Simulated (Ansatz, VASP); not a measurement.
# Two plane-wave programs on Hf

POSCAR

```
Hf
1.0
    3.1987335297      0.0000000000      0.0000000000
   -1.5993667648      2.7701844966      0.0000000000
    0.0000000000      0.0000000000      5.0505021987
Hf
2
Direct
    0.3333333333      0.6666666667      0.2500000000
    0.6666666667      0.3333333333      0.7500000000
```

Contents of INCAR.step1:

```
SYSTEM = Hf
ALGO     = Normal         ! electronic algorithm
EDIFF    = 1E-4           ! SCF threshold, eV
ENCUT    = 520            ! plane-wave cutoff, eV
GGA      = PE             ! functional
ISMEAR   = 1              ! smearing method
LASPH    = .TRUE.         ! aspherical terms in the spheres
LCHARG   = .FALSE.        ! write CHGCAR
LREAL    = .FALSE.        ! projectors in reciprocal space
LWAVE    = .TRUE.         ! write WAVECAR
NBANDS   = 17             ! bands
NELM     = 60             ! most SCF steps
PREC     = Accurate       ! precision mode
SIGMA    = 1.0            ! smearing width, eV
```

File INCAR.step2:

```
SYSTEM = Hf
ALGO     = Normal         ! electronic algorithm
EDIFF    = 1E-6           ! SCF threshold, eV
ENCUT    = 520            ! plane-wave cutoff, eV
ISIF     = 2              ! what is computed and relaxed
ISMEAR   = 1              ! smearing method
ISTART   = 1            
LASPH    = .TRUE.         ! aspherical terms in the spheres
LCHARG   = .FALSE.        ! write CHGCAR
LMIXTAU  = .TRUE.       
LREAL    = .FALSE.        ! projectors in reciprocal space
LWAVE    = .FALSE.        ! write WAVECAR
METAGGA  = R2SCAN         ! meta-GGA
NBANDS   = 17             ! bands
NELM     = 60             ! most SCF steps
PREC     = Accurate       ! precision mode
SIGMA    = 1.0            ! smearing width, eV
```

Contents of KPOINTS:

```
k-points
0
G
  11 11 6
  0 0 0
```

Input for Ansatz:

```yaml
crystal:
  lattice:
    - [3.1987335297, 0.0, 0.0]
    - [-1.5993667648, 2.7701844966, 0.0]
    - [0.0, 0.0, 5.0505021987]
  atoms:
    - { symbol: Hf, position: [0.3333333333, 0.6666666667, 0.25] }
    - { symbol: Hf, position: [0.6666666667, 0.3333333333, 0.75] }
hamiltonian:
  xc: r2scan
  pseudopotentials:
    kind: paw
    azcp:
      Hf: "pseudopotentials/Hf.paw.azcp"
basis:
  ecutwfc: 500
  fft_grid_basis: typed
kpoints:
  mp_grid: { grid: [11, 11, 6], shift: [0, 0, 0] }
magnetization:
  spin_polarized: false
scf:
  occupations: { method: cold, width: 1.0 }
  lower_state_search: "off"
output:
  stress: true
```

Alike in both runs: task single point; functional r2SCAN; k mesh 11 × 11 × 6; no spin polarisation.

|  | VASP | Ansatz |
| --- | --- | --- |
| version | VASP 6.6.1 | Ansatz 0.2.0 |
| potentials or method | VASP PAW PBE potentials, release 64 (Hf_pv), cutoff 520 eV | plane waves (500 eV) with PAW, scalar-relativistic |
| occupations | methfessel-paxton of order 1, width 1 eV | cold, width 1 eV |
| valence electrons in the cell | 20 | 52 |

Ansatz gave:

| Item | Value |
| --- | --- |
| pressure (GPa) | -0.2 |
| traceless stress, the component that is largest in VASP (GPa) | 0.11 |

Q: Estimate VASP's values.

A: Pressure (GPa): -0.9; traceless stress, the component that is largest in VASP (GPa): 0.05.

VASP's potentials were made for PBE, not for r2SCAN. VASP's potentials hold 20 valence electrons a cell and Ansatz's 52, so a difference there can come from the potentials and not from the codes.

Spin-orbit coupling is off throughout.
